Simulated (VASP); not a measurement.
# Co (P6_3/mmc) in VASP: a series of runs

Co is run at these levels: BLYP; tasks: single point.

All numbers are computed with VASP 6.6.1; they aren't measurements. Logs are shortened: lines on timing, memory, paths and dates and some standing lists are left out, and cuts for length are marked.

## Step 1: The cell of the first run

The structure is hexagonal, space group P6_3/mmc (No. 194). Conventional cell: a = 2.534 Å, b = 2.534 Å, c = 8.194 Å, α = 90.00°, β = 90.00°, γ = 120.00°. Within 3.3 Å of Co (site symmetry -3m) lie 12 Co at 2.52 to 2.53 Å. Within 3.3 Å of Co (site symmetry -6m2) lie 12 Co at 2.52 to 2.53 Å.

## Step 2: Single point, BLYP, collinear spin, ferromagnetic start

Input file INCAR:

```
PREC = Accurate
ENCUT = 520
EDIFF = 1E-6
ISMEAR = -1
SIGMA = 0.05
LREAL = False
LASPH = True
NELM = 150
ALGO = Normal
ISIF = 2
LWAVE = False
LCHARG = True
ISPIN = 2
MAGMOM = 1.7 1.7 1.7 1.7
LORBIT = 11
LMAXMIX = 4
GGA = B5
ALDAX = 1.0
AGGAX = 1.0
AGGAC = 1.0
ALDAC = 0.0
LELF = True
LVHAR = True
NBANDS = 30
```

Input file KPOINTS:

```
regular mesh
0
Gamma
  14 14 4
```

Input file POSCAR:

```
Co
1.0
    2.5336039420      0.0000000000      0.0000000000
   -1.2668019710      2.1941653769      0.0000000000
    0.0000000000      0.0000000000      8.1936166865
Co
4
Direct
    0.0000000000      1.0000000000      1.0000000000
    0.0000000000      0.0000000000      0.5000000000
    0.3333333333      0.6666666667      0.2500000000
    0.6666666667      0.3333333333      0.7500000000
```

Potentials or basis: VASP PAW PBE potentials, release 64 (Co).

On the command line:

```sh
$ cat potpaw_PBE.64/Co/POTCAR > POTCAR
$ mpirun -np 1 vasp_std > vasp.out
```

OUTCAR:

```text
PREC = Accurate
   ENCUT = 520
   EDIFF = 1E-6
   ISMEAR = -1
   LREAL = False
   LASPH = True
   NELM = 150
   ISIF = 2
   ISPIN = 2
   LORBIT = 11
   GGA = B5

 ion  position               nearest neighbor table
   1  0.000  0.000  0.000-   3 2.52   4 2.52   3 2.52   4 2.52   4 2.52   3 2.52
   2  0.000  0.000  0.500-   3 2.52   4 2.52   3 2.52   4 2.52   4 2.52   3 2.52
   3  0.333  0.667  0.250-   1 2.52   2 2.52   1 2.52   2 2.52   1 2.52   2 2.52
   4  0.667  0.333  0.750-   1 2.52   2 2.52   1 2.52   2 2.52   1 2.52   2 2.52

  LATTYP: Found a hexagonal cell.
 ALAT       =     2.5336039420
 C/A-ratio  =     3.2339769254

  Lattice vectors:

 A1 = (   2.5336039420,   0.0000000000,   0.0000000000)
 A2 = (  -1.2668019710,   2.1941653769,   0.0000000000)
 A3 = (   0.0000000000,   0.0000000000,   8.1936166865)

Analysis of symmetry for initial positions (statically):
=====================================================================
 Subroutine PRICEL returns:
 Original cell was already a primitive cell.

 Routine SETGRP: Setting up the symmetry group for a
 hexagonal supercell.

 Subroutine GETGRP returns: Found 24 space group operations
 (whereof 12 operations were pure point group operations)
 out of a pool of 24 trial point group operations.

The static configuration has the point symmetry D_3d.
 The point group associated with its full space group is D_6h.

Analysis of symmetry for dynamics (positions and initial velocities):
=====================================================================
 Subroutine PRICEL returns:
 Original cell was already a primitive cell.

 Routine SETGRP: Setting up the symmetry group for a
 hexagonal supercell.

 Subroutine GETGRP returns: Found 24 space group operations
 (whereof 12 operations were pure point group operations)
 out of a pool of 24 trial point group operations.

The dynamic configuration has the point symmetry D_3d.
 The point group associated with its full space group is D_6h.

Analysis of structural, dynamic, and magnetic symmetry:
=====================================================================
 Subroutine PRICEL returns:
 Original cell was already a primitive cell.

 Routine SETGRP: Setting up the symmetry group for a
 hexagonal supercell.

 Subroutine GETGRP returns: Found 24 space group operations
 (whereof 12 operations were pure point group operations)
 out of a pool of 24 trial point group operations.

The overall configuration has the point symmetry D_3d.
 The point group associated with its full space group is D_6h.

 Subroutine INISYM returns: Found 24 space group operations
 (whereof 12 operations are pure point group operations),
 and found     1 'primitive' translations

----------------------------------------------------------------------------------------

                                     Primitive cell

  volume of cell :      45.5495

  direct lattice vectors                    reciprocal lattice vectors
     2.533603942  0.000000000  0.000000000     0.394694681  0.227877080  0.000000000
    -1.266801971  2.194165377  0.000000000     0.000000000  0.455754161  0.000000000
     0.000000000  0.000000000  8.193616687     0.000000000  0.000000000  0.122046227

  length of vectors
     2.533603942  2.533603942  8.193616687     0.455754161  0.455754161  0.122046227

  position of ions in fractional coordinates (direct lattice)
     0.000000000  0.000000000  0.000000000
     0.000000000  0.000000000  0.500000000
     0.333333333  0.666666667  0.250000000
     0.666666667  0.333333333  0.750000000

  ion indices of the primitive-cell ions
   primitive index   ion index
                 1           1
                 2           2
                 3           3
                 4           4

----------------------------------------------------------------------------------------

 KPOINTS: regular mesh

Automatic generation of k-mesh.
 Grid dimensions read from file:
 generate k-points for:   14   14    4

 Generating k-lattice:

  Cartesian coordinates                     Fractional coordinates (reciprocal lattice)
     0.028192477  0.016276934  0.000000000     0.071428571  0.000000000  0.000000000
     0.000000000  0.032553869  0.000000000     0.000000000  0.071428571  0.000000000
     0.000000000  0.000000000  0.030511557     0.000000000  0.000000000  0.250000000

  Length of vectors
     0.032553869  0.032553869  0.030511557

  Shift w.r.t. Gamma in fractional coordinates (k-lattice)
     0.000000000  0.000000000  0.000000000

 Subroutine IBZKPT returns following result:
 ===========================================

 Found     72 irreducible k-points:

 Following reciprocal coordinates:
            Coordinates               Weight
  0.000000  0.000000  0.000000      1.000000
  0.071429 -0.000000  0.000000      6.000000
  0.142857  0.000000  0.000000      6.000000
  0.214286 -0.000000  0.000000      6.000000
  0.285714 -0.000000  0.000000      6.000000
  0.357143 -0.000000  0.000000      6.000000
[... 16 lines left out ...]
  0.285714  0.285714  0.000000      6.000000
  0.357143  0.285714  0.000000      6.000000
 [... further k-points ...]
   k-points           NKPTS =     72   k-points in BZ     NKDIM =     72   number of bands    NBANDS=     30
   number of dos      NEDOS =    301   number of ions     NIONS =      4
   total plane-waves  NPLWV =  25600
   dimension x,y,z NGX =    20 NGY =   20 NGZ =   64
   dimension x,y,z NGXF=    40 NGYF=   40 NGZF=  128
   ions per type =               4
   NGX,Y,Z   is equivalent  to a cutoff of  13.12, 13.12, 12.99 a.u.
   NGXF,Y,Z  is equivalent  to a cutoff of  26.25, 26.25, 25.97 a.u.
 SYSTEM =  unknown system
   PREC   = accura    normal or accurate (medium, high low for compatibility)
   ISTART =      0    job   : 0-new  1-cont  2-samecut
   ICHARG =      2    charge: 1-file 2-atom 10-const
   ISPIN  =      2    spin polarized calculation?
   LNONCOLLINEAR =      F non collinear calculations
   LSORBIT =      F    spin-orbit coupling
   LASPH  =      T    aspherical Exc in radial PAW
   ENCUT  =  520.0 eV  38.22 Ry    6.18 a.u.   4.71  4.71 15.23*2*pi/ulx,y,z
   NELM   =    150;   NELMIN=  2; NELMDL= -5     # of ELM steps
   EDIFF  = 0.1E-05   stopping-criterion for ELM
   LREAL  =      F    real-space projection
   EDIFFG = 0.1E-04   stopping-criterion for IOM
   NSW    =      0    number of steps for IOM
   IBRION =     -1    ionic relax: 0-MD 1-quasi-New 2-CG
   NFREE  =      0    steps in history (QN), initial steepest desc. (CG)
   ISIF   =      2    stress and relaxation
   ISYM   =      2    0-nonsym 1-usesym 2-fastsym
   POTIM  = 0.5000    time-step for ionic-motion
   TEBEG  =    0.0;   TEEND  =   0.0 temperature during run
   PSTRESS=    0.0 pullay stress
   NELECT =      36.0000    total number of electrons
   NUPDOWN=      -1.0000    fix difference up-down
   EMIN   =  10.00;   EMAX   =-10.00  energy-range for DOS
   EFERMI =   0.00;   METHOD = LEGACY
   ISMEAR =    -1;   SIGMA  =   0.05  broadening in eV -4-tet -1-fermi 0-gaus
   EFERMI_NEDOS =   21; number of points for ismear=-14 and -15
   IALGO  =     38    algorithm
   IMIX   =      4    mixing-type and parameters
     AMIX     =   0.40;   BMIX     =  1.00
     AMIX_MAG =   1.60;   BMIX_MAG =  1.00
  volume/ion in A,a.u.               =      11.39        76.85
  Fermi-wavevector in a.u.,A,eV,Ry     =   1.513612  2.860311 31.171217  2.291020
  Thomas-Fermi vector in A             =   2.623379
   LORBIT       =     11    0 simple, 1 ext, 2 COOP (PROOUT), +10 PAW based schemes
   GGA     = B5    functional components
   LHFCALC =     F    Hartree Fock is set to
   AEXX    =    0.0000 exact exchange contribution
   IVDW    =     0    specifies the selected vdW correction
   LEPSILON=     F    determine dielectric tensor
   LRPA    =     F    only Hartree local field effects (RPA)
 spin polarized calculation
  energy-cutoff  :      520.00
  volume of cell :       45.55
 maximum number of plane-waves:      1243
 NGX is ok and might be reduce to    20
   NGX =  9   NGY =  9   NGZ = 31

 number of electron      36.0000015 magnetization       6.5325116

 Free energy of the ion-electron system (eV)
  ---------------------------------------------------
  ext. energy  EPLUGINS =         0.00000000
  ---------------------------------------------------
  free energy    TOTEN  =       -24.24271530 eV

  energy without entropy =      -24.20978369  energy(sigma->0) =      -24.22624950

 E-fermi :  10.1066     XC(G=0): -12.5285

 val. band max:       10.1054338511   @ k =   0.3571   0.1429   0.0000
 cond. band min:      10.1082816775   @ k =   0.0714   0.0714   0.2500
 fundamental gap:      0.0028478264
 Fermi energy:        10.1066016935

 spin component 1

 k-point     1 :       0.0000    0.0000    0.0000
  band No.  band energies     occupation
      1       1.5705      1.00000
      2       3.7287      1.00000
      3       3.7477      1.00000
      4       5.2053      1.00000
      5       7.2639      1.00000
      6       7.2974      1.00000
[... 781 lines left out ...]
     29      19.4674      0.00000
     30      22.3767      0.00000

 [... further k-points ...]

 spin component 2

 k-point     1 :       0.0000    0.0000    0.0000
  band No.  band energies     occupation
      1       1.6108      1.00000
      2       3.8473      1.00000
      3       3.8530      1.00000
      4       6.1325      1.00000
      5       8.5822      1.00000
      6       8.6492      1.00000
[... 781 lines left out ...]
     29      20.0941      0.00000
     30      22.8514      0.00000

 [... further k-points ...]
[... 5 lines left out ...]
  --------------------------------------------------------------------------------------
  -------------------------------------------------------------------------------------
  Total       -0.0846591     -0.0846591     -0.1285679     -0.0000000      0.0000000      0.0000000
  in kB       -2.9778344     -2.9778344     -4.5223021     -0.0000000      0.0000000      0.0000000
  external PRESSURE =      -3.4926570 kB  Pullay stress =       0.0000000 kB

 VOLUME and BASIS-vectors are now :
 -----------------------------------------------------------------------------
  energy-cutoff  :      520.00
  volume of cell :       45.55
      direct lattice vectors                 reciprocal lattice vectors
     2.533603942  0.000000000  0.000000000     0.394694681  0.227877080  0.000000000
    -1.266801971  2.194165377  0.000000000     0.000000000  0.455754161  0.000000000
     0.000000000  0.000000000  8.193616687     0.000000000  0.000000000  0.122046227

 POSITION                                       TOTAL-FORCE (eV/Angst)
 -----------------------------------------------------------------------------------
      0.00000      0.00000      0.00000        -0.000000      0.000000      0.000000
      0.00000      0.00000      4.09681        -0.000000      0.000000      0.000000
     -0.00000      1.46278      2.04840        -0.000000      0.000000      0.000000
      1.26680      0.73139      6.14521         0.000000      0.000000     -0.000000
 -----------------------------------------------------------------------------------
    total drift:                                0.000000     -0.000000      0.000000

  FREE ENERGIE OF THE ION-ELECTRON SYSTEM (eV)
  ---------------------------------------------------
  free  energy   TOTEN  =       -24.2427153033 eV

  energy  without entropy=      -24.2097836901  energy(sigma->0) =      -24.22624950

 total charge

# of ion       s       p       d       tot
------------------------------------------
    1        0.467   0.463   7.285   8.216
    2        0.467   0.463   7.285   8.216
    3        0.467   0.466   7.279   8.211
    4        0.467   0.466   7.279   8.211
--------------------------------------------------
tot          1.868   1.858  29.128  32.854

 magnetization (x)

# of ion       s       p       d       tot
------------------------------------------
    1       -0.013  -0.045   1.704   1.646
    2       -0.013  -0.045   1.704   1.646
    3       -0.013  -0.046   1.723   1.664
    4       -0.013  -0.046   1.723   1.664
--------------------------------------------------
tot         -0.052  -0.181   6.854   6.620
```

It took 4.5 min on 1 thread of Intel Xeon 8259CL, shared host; peak memory 0.27 GiB.

Results:

```yaml
Free_energy: -24.2427 eV
Pressure: -0.3 GPa
Net_moment: 6.53 μB per cell
Site_moments: Co +1.65, +1.66 (each value once) μB
Valence_electrons_inside_the_program's_atomic_spheres: Co 8.22, 8.21 (each value once)
```

Levels at points of the mesh, in eV from the Fermi level:
Spin up:
```tsv
k point	band 19	band 20	band 21	band 22	band 23	band 24
(0.00, 0.00, 0.00)	-1.50	-1.20	-1.20	-0.82	-0.82	0.12
(0.50, 0.00, 0.00)	-0.60	-0.58	0.44	1.51	2.36	2.96
(0.00, 0.00, 0.50)	-1.64	-1.64	-0.99	-0.99	-0.99	-0.99
(0.50, 0.00, 0.50)	-0.64	-0.64	1.25	1.25	2.71	2.71
```
Spin down:
```tsv
k point	band 11	band 12	band 13	band 14	band 15	band 16	band 17	band 18
(0.00, 0.00, 0.00)	-0.99	-0.78	-0.78	-0.75	-0.75	0.03	0.03	0.11
(0.50, 0.00, 0.00)	-0.70	-0.12	-0.08	0.70	1.06	1.11	1.12	1.13
(0.00, 0.00, 0.50)	-0.98	-0.98	-0.90	-0.90	-0.90	-0.90	0.20	0.20
(0.50, 0.00, 0.50)	-0.70	-0.70	-0.17	-0.17	0.75	0.75	1.08	1.08
```

Caveat: the PAW data sets were made with another functional, which shifts forces and pressure a little.

## Step 3: Single point, BLYP, collinear spin, ferromagnetic start (10.02 Å³/atom)

This run uses another cell than the first one, of 10.02 Å³/atom.

INCAR: that of step 2 with these lines changed.

```diff
@@ -2,3 +2,3 @@
 ENCUT = 520
-EDIFF = 1E-6
+EDIFF = 1E-7
 ISMEAR = -1
@@ -13,3 +13,3 @@
 ISPIN = 2
-MAGMOM = 1.7 1.7 1.7 1.7
+MAGMOM = 1.703 1.703 1.72 1.72
 LORBIT = 11
```

Input file KPOINTS:

```
regular mesh
0
Gamma
  16 16 5
```

Input file POSCAR:

```
Co
1.0
    2.4279120475      0.0000000000      0.0000000000
   -1.2139560238      2.1026335113      0.0000000000
    0.0000000000      0.0000000000      7.8518115386
Co
4
Direct
    0.0000000000      1.0000000000      1.0000000000
    0.0000000000      0.0000000000      0.5000000000
    0.3333333333      0.6666666667      0.2500000000
    0.6666666667      0.3333333333      0.7500000000
```

Potentials or basis: VASP PAW PBE potentials, release 64 (Co).

On the command line:

```sh
$ cat potpaw_PBE.64/Co/POTCAR > POTCAR
$ mpirun -np 1 vasp_std > vasp.out
```

OUTCAR:

```text
PREC = Accurate
   ENCUT = 520
   EDIFF = 1E-7
   ISMEAR = -1
   LREAL = False
   LASPH = True
   NELM = 150
   ISIF = 2
   ISPIN = 2
   LORBIT = 11
   GGA = B5

 ion  position               nearest neighbor table
   1  0.000  0.000  0.000-   3 2.41   4 2.41   4 2.41   3 2.41   4 2.41   3 2.41
   2  0.000  0.000  0.500-   3 2.41   4 2.41   4 2.41   3 2.41   4 2.41   3 2.41
   3  0.333  0.667  0.250-   1 2.41   2 2.41   1 2.41   2 2.41   1 2.41   2 2.41
   4  0.667  0.333  0.750-   1 2.41   2 2.41   1 2.41   2 2.41   1 2.41   2 2.41

  LATTYP: Found a hexagonal cell.
 ALAT       =     2.4279120475
 C/A-ratio  =     3.2339769254
[... 1815 lines left out ...]
     2.427912048  0.000000000  0.000000000     0.411876534  0.237797028  0.000000000
    -1.213956024  2.102633511  0.000000000     0.000000000  0.475594056  0.000000000
     0.000000000  0.000000000  7.851811539     0.000000000  0.000000000  0.127359144

 POSITION                                       TOTAL-FORCE (eV/Angst)
 -----------------------------------------------------------------------------------
      0.00000      0.00000      0.00000        -0.000000      0.000000      0.000000
      0.00000      0.00000      3.92591        -0.000000      0.000000      0.000000
     -0.00000      1.40176      1.96295         0.000000     -0.000000      0.000000
      1.21396      0.70088      5.88886        -0.000000      0.000000      0.000000
 -----------------------------------------------------------------------------------
    total drift:                                0.000000     -0.000000      0.000000

  FREE ENERGIE OF THE ION-ELECTRON SYSTEM (eV)
  ---------------------------------------------------
  free  energy   TOTEN  =       -23.7826626004 eV

  energy  without entropy=      -23.7527880866  energy(sigma->0) =      -23.76772534

 total charge

# of ion       s       p       d       tot
------------------------------------------
    1        0.520   0.572   7.375   8.466
    2        0.520   0.572   7.375   8.466
    3        0.519   0.575   7.367   8.461
    4        0.519   0.575   7.367   8.461
--------------------------------------------------
tot          2.077   2.293  29.484  33.854

 magnetization (x)

# of ion       s       p       d       tot
------------------------------------------
    1       -0.015  -0.047   1.591   1.530
    2       -0.015  -0.047   1.591   1.530
    3       -0.014  -0.048   1.612   1.550
    4       -0.014  -0.048   1.612   1.550
--------------------------------------------------
tot         -0.058  -0.190   6.408   6.160
```

stdout:

```text
POSCAR found type information on POSCAR Co
 POSCAR found :  1 types and       4 ions
 scaLAPACK will be used
 -----------------------------------------------------------------------------
|                                                                             |
|                                                                             |
|     You enforced a specific xc type in the INCAR file but a different       |
|     I HOPE YOU KNOW WHAT YOU ARE DOING!                                     |
|                                                                             |
 -----------------------------------------------------------------------------

 LDA part: xc-table for (Slater(with rela. corr.)+VWN5), standard interpolation
 POSCAR, INCAR and KPOINTS ok, starting setup
 FFT: planning ... GRIDC
 FFT: planning ... GRID_SOFT
 FFT: planning ... GRID
 WAVECAR not read
 entering main loop
```

It took 4.9 min on 1 thread of Intel Xeon 8259CL, shared host; peak memory 0.27 GiB.

Results:

- Free energy: -23.7827 eV
- Pressure: 31.4 GPa
- Net moment: 6.16 μB per cell
- Site moments: Co +1.53, +1.55 (each value once) μB
- Valence electrons inside the program's atomic spheres: Co 8.47, 8.46 (each value once)

Caveat: the cell stands under pressure; the PAW data sets were made with another functional, which shifts forces and pressure a little.

(Part 1 of 2 ends here.)
